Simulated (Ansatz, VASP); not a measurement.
**CsH in VASP and in Ansatz**

```xyz
2
Lattice="0.0896 3.1880 3.1880 3.1880 0.0896 3.1880 3.2776 3.2776 0.0000" Properties=species:S:1:pos:R:3 pbc="T T T"
Cs    0.0000    0.0000    0.0000
H     3.2776    3.2776    3.1880
```

Change from the starting cell: strain +0.0562 x Voigt [0, 0, 0, 0, 0, 1], atoms carried along.

Alike in both runs: task single point; functional r2SCAN; k mesh 6 × 6 × 6; occupations gaussian, width 0.05 eV; no spin polarisation.

```csv
,VASP,Ansatz
version,VASP 6.6.1,Ansatz 0.2.0
potentials or method,"VASP PAW PBE potentials, release 64 (Cs_sv, H), cutoff 520 eV","scalar-relativistic, plane waves, PAW"
valence electrons in the cell,10,10
```

Ansatz gave:

- gap on the k mesh at the Fermi level (eV): 2.66
- least direct gap on the mesh (eV): 2.67
- pressure (GPa): 0.0
- traceless stress, the component that is largest in VASP (GPa): -0.26

Q: Estimate VASP's values.

A: gap on the k mesh at the Fermi level (eV): 2.65; least direct gap on the mesh (eV): 2.65; pressure (GPa): 0.0; traceless stress, the component that is largest in VASP (GPa): -0.26.

VASP's potentials were made for PBE, not for r2SCAN. With one functional, cell and mesh, what is left measures potentials, basis and numerics.

Neither program's run includes spin-orbit coupling.
